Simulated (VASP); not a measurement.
# MoS2 (R3m) in VASP: a series of runs

Aim: see how the results for MoS2 move with the level of theory and the settings. Levels: revPBE, BLYP, RPBE, PBEsol. Tasks: single point.

Everything below comes from runs of VASP 6.6.1. Logs are shortened: lines on timing, memory, paths and dates and some standing lists are left out, and cuts for length are marked.

### 1 The cell of the first run

It takes space group R3m (No. 160, trigonal). The conventional cell has a = 3.160 Å, b = 3.160 Å, c = 18.450 Å, α = 90.00°, β = 90.00°, γ = 120.00°. Mo (site symmetry 3m) has 6 S at 2.39 Å and 6 Mo at 3.16 Å within 3.2 Å. Within 3.2 Å of S (site symmetry 3m) lie 3 Mo at 2.39 Å and 7 S at 3.08 to 3.16 Å. Within 3.2 Å of S (site symmetry 3m) lie 3 Mo at 2.39 Å and 7 S at 3.08 to 3.16 Å.

### 2 Single point, revPBE

File INCAR:

```
ALGO     = Normal         # electronic algorithm
EDIFF    = 1E-7           # SCF threshold, eV
ENCUT    = 520            # plane-wave cutoff, eV
GGA      = RE             # functional
ISIF     = 2              # what is computed and relaxed
ISMEAR   = 1              # smearing method
LASPH    = T              # aspherical terms in the spheres
LCHARG   = F              # write CHGCAR
LREAL    = F              # projectors in reciprocal space
LWAVE    = F              # write WAVECAR
NBANDS   = 20             # bands
NELM     = 100            # most SCF steps
PREC     = Accurate       # precision mode
SIGMA    = 0.15           # smearing width, eV
```

File KPOINTS:

```
k-points
0
Gamma
  12 12 12
```

File POSCAR:

```
MoS2
1.0
    1.5800000000      0.9122100000      6.1500000000
   -1.5800000000      0.9122100000      6.1500000000
    0.0000000000     -1.8244300000      6.1500000000
Mo S
1 2
Direct
    0.0000000000      0.0000000000      0.0000000000
    0.2500000000      0.2500000000      0.2500000000
    0.4170000000      0.4170000000      0.4170000000
```

Potentials or basis: VASP PAW PBE potentials, release 64 (Mo_sv, S).

Run with:

```
$ cat potpaw_PBE.64/Mo_sv/POTCAR potpaw_PBE.64/S/POTCAR > POTCAR
$ mpirun -np 1 vasp_std > vasp.out
```

OUTCAR:

```text
EDIFF = 1E-7
   ENCUT = 520
   GGA = RE
   ISIF = 2
   ISMEAR = 1
   LASPH = T
   LREAL = F
   NELM = 100
   PREC = Accurate

 ion  position               nearest neighbor table
   1  0.000  0.000  0.000-   2 2.39   2 2.39   2 2.39   3 2.39   3 2.39   3 2.39
   2  0.250  0.250  0.250-   1 2.39   1 2.39   1 2.39
   3  0.417  0.417  0.417-   1 2.39   1 2.39   1 2.39

  LATTYP: Found a trigonal (rhomboedric) cell.
 ALAT       =     6.4149066310
 COS(alpha) =     0.8786713151

  Lattice vectors:

 A1 = (   1.5800000000,   0.9122100000,   6.1500000000)
 A2 = (  -1.5800000000,   0.9122100000,   6.1500000000)
 A3 = (   0.0000000000,  -1.8244300000,   6.1500000000)

Analysis of symmetry for initial positions (statically):
=====================================================================
 Subroutine PRICEL returns:
 Original cell was already a primitive cell.

 Routine SETGRP: Setting up the symmetry group for a
 trigonal (rhombohedral) supercell.

 Subroutine GETGRP returns: Found  6 space group operations
 (whereof  6 operations were pure point group operations)
 out of a pool of 12 trial point group operations.

The static configuration has the point symmetry C_3v.

Analysis of symmetry for dynamics (positions and initial velocities):
=====================================================================
 Subroutine PRICEL returns:
 Original cell was already a primitive cell.

 Routine SETGRP: Setting up the symmetry group for a
 trigonal (rhombohedral) supercell.

 Subroutine GETGRP returns: Found  6 space group operations
 (whereof  6 operations were pure point group operations)
 out of a pool of 12 trial point group operations.

The dynamic configuration has the point symmetry C_3v.

 Subroutine INISYM returns: Found  6 space group operations
 (whereof  6 operations are pure point group operations),
 and found     1 'primitive' translations

----------------------------------------------------------------------------------------

                                     Primitive cell

  volume of cell :      53.1839

  direct lattice vectors                    reciprocal lattice vectors
     1.580000000  0.912210000  6.150000000     0.316455696  0.182705800  0.054200641
    -1.580000000  0.912210000  6.150000000    -0.316455696  0.182705800  0.054200641
     0.000000000 -1.824430000  6.150000000     0.000000000 -0.365411600  0.054200344

  length of vectors
     6.414906631  6.414906631  6.414908014     0.369409429  0.369409429  0.369409413

  position of ions in fractional coordinates (direct lattice)
     0.000000000  0.000000000  0.000000000
     0.250000000  0.250000000  0.250000000
     0.417000000  0.417000000  0.417000000

  ion indices of the primitive-cell ions
   primitive index   ion index
                 1           1
                 2           2
                 3           3

----------------------------------------------------------------------------------------

 KPOINTS: k-points

Automatic generation of k-mesh.
 Grid dimensions read from file:
 generate k-points for:   12   12   12

 Generating k-lattice:

  Cartesian coordinates                     Fractional coordinates (reciprocal lattice)
     0.026371308  0.015225483  0.004516720     0.083333333 -0.000000000  0.000000000
    -0.026371308  0.015225483  0.004516720    -0.000000000  0.083333333  0.000000000
     0.000000000 -0.030450967  0.004516695    -0.000000000 -0.000000000  0.083333333

  Length of vectors
     0.030784119  0.030784119  0.030784118

  Shift w.r.t. Gamma in fractional coordinates (k-lattice)
     0.000000000  0.000000000  0.000000000

 Subroutine IBZKPT returns following result:
 ===========================================

 Found    189 irreducible k-points:

 Following reciprocal coordinates:
            Coordinates               Weight
  0.000000  0.000000  0.000000      1.000000
  0.083333 -0.000000  0.000000      6.000000
  0.166667  0.000000  0.000000      6.000000
  0.250000  0.000000  0.000000      6.000000
  0.333333 -0.000000  0.000000      6.000000
  0.416667  0.000000  0.000000      6.000000
[... 16 lines left out ...]
  0.500000  0.166667  0.000000     12.000000
 -0.416667  0.166667  0.000000     12.000000
 [... further k-points ...]
   k-points           NKPTS =    189   k-points in BZ     NKDIM =    189   number of bands    NBANDS=     20
   number of dos      NEDOS =    301   number of ions     NIONS =      3
   total plane-waves  NPLWV = 110592
   dimension x,y,z NGX =    48 NGY =   48 NGZ =   48
   dimension x,y,z NGXF=    96 NGYF=   96 NGZF=   96
   ions per type =               1   2
   NGX,Y,Z   is equivalent  to a cutoff of  12.44, 12.44, 12.44 a.u.
   NGXF,Y,Z  is equivalent  to a cutoff of  24.88, 24.88, 24.88 a.u.
 SYSTEM =  unknown system
   PREC   = accura    normal or accurate (medium, high low for compatibility)
   ISTART =      0    job   : 0-new  1-cont  2-samecut
   ICHARG =      2    charge: 1-file 2-atom 10-const
   ISPIN  =      1    spin polarized calculation?
   LNONCOLLINEAR =      F non collinear calculations
   LSORBIT =      F    spin-orbit coupling
   LASPH  =      T    aspherical Exc in radial PAW
   ENCUT  =  520.0 eV  38.22 Ry    6.18 a.u.  11.93 11.93 11.93*2*pi/ulx,y,z
   NELM   =    100;   NELMIN=  2; NELMDL= -5     # of ELM steps
   EDIFF  = 0.1E-06   stopping-criterion for ELM
   LREAL  =      F    real-space projection
   EDIFFG = 0.1E-05   stopping-criterion for IOM
   NSW    =      0    number of steps for IOM
   IBRION =     -1    ionic relax: 0-MD 1-quasi-New 2-CG
   NFREE  =      0    steps in history (QN), initial steepest desc. (CG)
   ISIF   =      2    stress and relaxation
   ISYM   =      2    0-nonsym 1-usesym 2-fastsym
   POTIM  = 0.5000    time-step for ionic-motion
   TEBEG  =    0.0;   TEEND  =   0.0 temperature during run
   PSTRESS=    0.0 pullay stress
   NELECT =      26.0000    total number of electrons
   NUPDOWN=      -1.0000    fix difference up-down
   EMIN   =  10.00;   EMAX   =-10.00  energy-range for DOS
   EFERMI =   0.00;   METHOD = LEGACY
   ISMEAR =     1;   SIGMA  =   0.15  broadening in eV -4-tet -1-fermi 0-gaus
   EFERMI_NEDOS =   21; number of points for ismear=-14 and -15
   IALGO  =     38    algorithm
   IMIX   =      4    mixing-type and parameters
     AMIX     =   0.40;   BMIX     =  1.00
     AMIX_MAG =   1.60;   BMIX_MAG =  1.00
  volume/ion in A,a.u.               =      17.73       119.63
  Fermi-wavevector in a.u.,A,eV,Ry     =   1.289652  2.437090 22.629253  1.663203
  Thomas-Fermi vector in A             =   2.421532
   LORBIT       =      0    0 simple, 1 ext, 2 COOP (PROOUT), +10 PAW based schemes
   GGA     = RE    functional components
   LHFCALC =     F    Hartree Fock is set to
   AEXX    =    0.0000 exact exchange contribution
   IVDW    =     0    specifies the selected vdW correction
   LEPSILON=     F    determine dielectric tensor
   LRPA    =     F    only Hartree local field effects (RPA)
 non-spin polarized calculation
 Methfessel and Paxton  Order N= 1 SIGMA  =   0.15
  energy-cutoff  :      520.00
  volume of cell :       53.18
 maximum number of plane-waves:      1447
   NGX = 23   NGY = 23   NGZ = 23

 number of electron      25.9999998 magnetization

 Free energy of the ion-electron system (eV)
  ---------------------------------------------------
  ext. energy  EPLUGINS =         0.00000000
  ---------------------------------------------------
  free energy    TOTEN  =       -20.67498313 eV

  energy without entropy =      -20.67507916  energy(sigma->0) =      -20.67501514

 E-fermi :   7.7747     XC(G=0): -10.7143

 val. band max:        7.7122005157   @ k =   0.5000   0.5000   0.5000
 cond. band min:       8.6665385606   @ k =  -0.1667   0.5000   0.1667
 fundamental gap:      0.9543380449
 Fermi energy:         7.7747246914

 k-point     1 :       0.0000    0.0000    0.0000
  band No.  band energies     occupation
      1     -53.8528      2.00000
      2     -28.0158      2.00000
      3     -27.7915      2.00000
      4     -27.7915      2.00000
      5      -7.3954      2.00000
      6      -5.6834      2.00000
[... 12 lines left out ...]
     19      15.9003      0.00000
     20      16.3233      0.00000

 k-point     2 :       0.0833   -0.0000    0.0000
  band No.  band energies     occupation
      1     -53.8500      2.00000
      2     -28.0103      2.00000
      3     -27.8194      2.00000
      4     -27.7978      2.00000
      5      -7.2870      2.00000
      6      -5.6508      2.00000
[... 12 lines left out ...]
     19      16.2966      0.00000
     20      16.4209      0.00000

 k-point     3 :       0.1667    0.0000    0.0000
  band No.  band energies     occupation
      1     -53.8424      2.00000
      2     -27.9952      2.00000
      3     -27.8951      2.00000
      4     -27.8150      2.00000
      5      -6.9782      2.00000
      6      -5.5575      2.00000
[... 12 lines left out ...]
     19      16.3663      0.00000
     20      16.9310      0.00000

 k-point     4 :       0.2500    0.0000    0.0000
  band No.  band energies     occupation
      1     -53.8320      2.00000
      2     -27.9971      2.00000
      3     -27.9745      2.00000
      4     -27.8384      2.00000
      5      -6.5188      2.00000
      6      -5.4196      2.00000
[... 12 lines left out ...]
     19      16.0272      0.00000
     20      16.6989      0.00000

 k-point     5 :       0.3333   -0.0000    0.0000
  band No.  band energies     occupation
      1     -53.8215      2.00000
      2     -28.0975      2.00000
      3     -27.9537      2.00000
      4     -27.8617      2.00000
      5      -5.9991      2.00000
      6      -5.2677      2.00000
[... 12 lines left out ...]
     19      15.2167      0.00000
     20      15.5872      0.00000

 k-point     6 :       0.4167    0.0000    0.0000
  band No.  band energies     occupation
      1     -53.8139      2.00000
      2     -28.1700      2.00000
      3     -27.9384      2.00000
      4     -27.8787      2.00000
      5      -5.5603      2.00000
      6      -5.1476      2.00000
[... 12 lines left out ...]
     19      14.6946      0.00000
     20      15.2770      0.00000

 k-point     7 :       0.5000    0.0000    0.0000
  band No.  band energies     occupation
      1     -53.8111      2.00000
      2     -28.1964      2.00000
      3     -27.9328      2.00000
      4     -27.8849      2.00000
      5      -5.3803      2.00000
      6      -5.1038      2.00000
[... 12 lines left out ...]
     19      14.5805      0.00000
     20      15.2274      0.00000
[... 277 lines left out ...]
 k-point    20 :       0.2500    0.1667    0.0000
  band No.  band energies     occupation
      1     -53.8358      2.00000
      2     -27.9821      2.00000
      3     -27.9550      2.00000
      4     -27.8349      2.00000
      5      -6.6693      2.00000
      6      -5.5088      2.00000
[... 12 lines left out ...]
     19      16.4769      0.00000
     20      16.6228      0.00000

 k-point    21 :       0.3333    0.1667    0.0000
  band No.  band energies     occupation
      1     -53.8268      2.00000
      2     -28.0284      2.00000
      3     -27.9641      2.00000
      4     -27.8697      2.00000
      5      -6.2431      2.00000
      6      -5.3808      2.00000
[... 12 lines left out ...]
     19      16.2370      0.00000
     20      16.8079      0.00000

 k-point    22 :       0.4167    0.1667    0.0000
  band No.  band energies     occupation
      1     -53.8177      2.00000
      2     -28.0973      2.00000
      3     -27.9461      2.00000
      4     -27.9082      2.00000
      5      -5.7721      2.00000
      6      -5.2291      2.00000
[... 12 lines left out ...]
     19      15.9234      0.00000
     20      16.4930      0.00000

 k-point    23 :       0.5000    0.1667    0.0000
  band No.  band energies     occupation
      1     -53.8111      2.00000
      2     -28.1460      2.00000
      3     -27.9375      2.00000
      4     -27.9329      2.00000
      5      -5.3889      2.00000
      6      -5.0995      2.00000
[... 12 lines left out ...]
     19      15.9409      0.00000
     20      16.3787      0.00000

 k-point    24 :      -0.4167    0.1667    0.0000
  band No.  band energies     occupation
      1     -53.8086      2.00000
      2     -28.1635      2.00000
      3     -27.9484      2.00000
      4     -27.9280      2.00000
      5      -5.2426      2.00000
      6      -5.0427      2.00000
[... 12 lines left out ...]
     19      16.0728      0.00000
     20      16.4135      0.00000

 [... further k-points ...]

------------------------ aborting loop because EDIFF is reached ----------------------------------------

  FORCE on cell =-STRESS in cart. coord.  units (eV):
  Direction    XX          YY          ZZ          XY          YZ          ZX
  --------------------------------------------------------------------------------------
  -------------------------------------------------------------------------------------
  Total        2.0908703      2.0908699      2.8953474      0.0000000     -0.0000016      0.0000000
  in kB       62.9879990     62.9879863     87.2230761      0.0000000     -0.0000473      0.0000000
  external PRESSURE =      71.0663538 kB  Pullay stress =       0.0000000 kB

 VOLUME and BASIS-vectors are now :
 -----------------------------------------------------------------------------
  energy-cutoff  :      520.00
  volume of cell :       53.18
      direct lattice vectors                 reciprocal lattice vectors
     1.580000000  0.912210000  6.150000000     0.316455696  0.182705800  0.054200641
    -1.580000000  0.912210000  6.150000000    -0.316455696  0.182705800  0.054200641
     0.000000000 -1.824430000  6.150000000     0.000000000 -0.365411600  0.054200344

 POSITION                                       TOTAL-FORCE (eV/Angst)
 -----------------------------------------------------------------------------------
      0.00000      0.00000      0.00000         0.000000     -0.000000      0.087553
      0.00000     -0.00000      4.61250         0.000000      0.000000     -0.547885
      0.00000     -0.00000      7.69365         0.000000     -0.000000      0.460332
 -----------------------------------------------------------------------------------
    total drift:                                0.000000     -0.000003      0.000046

  FREE ENERGIE OF THE ION-ELECTRON SYSTEM (eV)
  ---------------------------------------------------
  free  energy   TOTEN  =       -20.6749831345 eV

  energy  without entropy=      -20.6750791606  energy(sigma->0) =      -20.67501514
```

Run time: 3.6 min. Hardware: 1 thread of Intel Xeon 6975P-C (Granite Rapids), shared host; peak memory 0.43 GiB.

What came out:

```
Free energy            : -20.6750 eV
Pressure               : 7.1 GPa
Largest force          : 0.548 eV/Å
Band gap on the k mesh : 0.95 eV (least direct gap 1.71 eV)
```

Forces on the atoms (eV/Å):
```
Mo   0.000  0.000  0.088
S    0.000  0.000 -0.548
S    0.000  0.000  0.460
```

Caveat: the cell stands under pressure; the PAW data sets were made with another functional, which shifts forces and pressure a little. A k mesh can miss the band edges.

### 3 Single point, BLYP

File INCAR:

```
SYSTEM = MoS2
PREC = Accurate ; ENCUT = 520
EDIFF = 1E-6 ; ISMEAR = 1
SIGMA = 0.15 ; LREAL = .FALSE.
LASPH = .TRUE. ; NELM = 100
ALGO = Normal ; ISIF = 2
LWAVE = .FALSE. ; LCHARG = .FALSE.
GGA = B5 ; ALDAX = 1.0
AGGAX = 1.0 ; AGGAC = 1.0
ALDAC = 0.0 ; NBANDS = 20
```

File KPOINTS:

```
regular mesh
0
G
  12 12 12
  0 0 0
```

POSCAR is that of step 2.

Potentials or basis: VASP PAW PBE potentials, release 64 (Mo_sv, S).

Run with:

```
$ cat potpaw_PBE.64/Mo_sv/POTCAR potpaw_PBE.64/S/POTCAR > POTCAR
$ mpirun -np 1 vasp_std > vasp.out
```

Wall time 3.4 min (1 thread of Intel Xeon 6975P-C (Granite Rapids), shared host); peak memory 0.43 GiB.

Results (log left out):

```
Free energy            : -19.1291 eV
Pressure               : 12.9 GPa
Largest force          : 0.935 eV/Å
Band gap on the k mesh : 0.94 eV (least direct gap 1.71 eV)
```

Forces in eV/Å, atoms in the order of the input:
```
Mo   0.000  0.000  0.084
S    0.000  0.000 -0.935
S    0.000  0.000  0.851
```

Stress tensor (GPa, compression positive):
```
12.93  0.00  0.00
 0.00 12.93  0.00
 0.00  0.00 12.81
```

Levels at points of the mesh, in eV from the valence-band top:
| k point | band 11 | band 12 | band 13 | band 14 | band 15 | band 16 |
| --- | --- | --- | --- | --- | --- | --- |
| (0.00, 0.00, 0.00) | -2.34 | -1.27 | -1.15 | 2.03 | 2.03 | 2.41 |
| (0.50, 0.00, 0.00) | -2.35 | -1.66 | -1.41 | 1.55 | 1.99 | 3.48 |
| (0.50, 0.50, 0.00) | -2.91 | -1.84 | -1.23 | 1.50 | 2.11 | 3.06 |
| (0.50, 0.50, 0.50) | -2.32 | -2.32 | 0.00 | 2.12 | 2.12 | 2.28 |

Caveat: the cell stands under pressure; the PAW data sets were made with another functional, which shifts forces and pressure a little.

(Part 1 of 2 ends here.)
